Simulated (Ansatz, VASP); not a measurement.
ScSbTe4 in VASP and in Ansatz

```xyz
6
Lattice="6.6201 0.0000 0.0000 -3.3101 5.7332 0.0000 0.0000 0.0000 4.9912" Properties=species:S:1:pos:R:3 pbc="T T T"
Sc    3.3101    1.9111    0.0000
Sb    0.0000    0.0000    0.0000
Te    0.0000    3.8221    0.0000
Te    1.6441    2.8729    2.4956
Te    0.0000    5.7206    2.4956
Te   -1.6441    2.8729    2.4956
```

Change from the starting cell: species swapped into the LaAlCu4 type (P-6m2, No. 187).

Alike in both runs: task single point; functional PBE; k mesh 3 × 3 × 4; occupations gaussian, width 0.1 eV; no spin polarisation.

```csv
,VASP,Ansatz
version,VASP 6.6.1,Ansatz 0.2.0
potentials or method,"VASP PAW PBE potentials, release 64 (Sc_sv, Sb, Te), cutoff 520 eV","scalar-relativistic, plane waves, PAW"
valence electrons in the cell,40,90
```

Ansatz gave:

| Quantity | Value |
| --- | --- |
| gap on the k mesh at the Fermi level (eV) | none |
| pressure (GPa) | -1.5 |
| traceless stress, the component that is largest in VASP (GPa) | 2.99 |
| rms of the force components (eV/Å) | 0.328 |

Q: Estimate VASP's values.

A: gap on the k mesh at the Fermi level (eV): none; pressure (GPa): -1.5; traceless stress, the component that is largest in VASP (GPa): 3.00; rms of the force components (eV/Å): 0.323.

Atom by atom the forces differ by 0.004 eV/Å (rms over components). A gap of «none» marks a metal or a gap that the smearing closes. VASP's potentials hold 40 valence electrons a cell and Ansatz's 90, so a difference there can come from the potentials and not from the codes.

The k mesh is coarse, so the values compare programs but aren't converged. Neither program's run includes spin-orbit coupling.
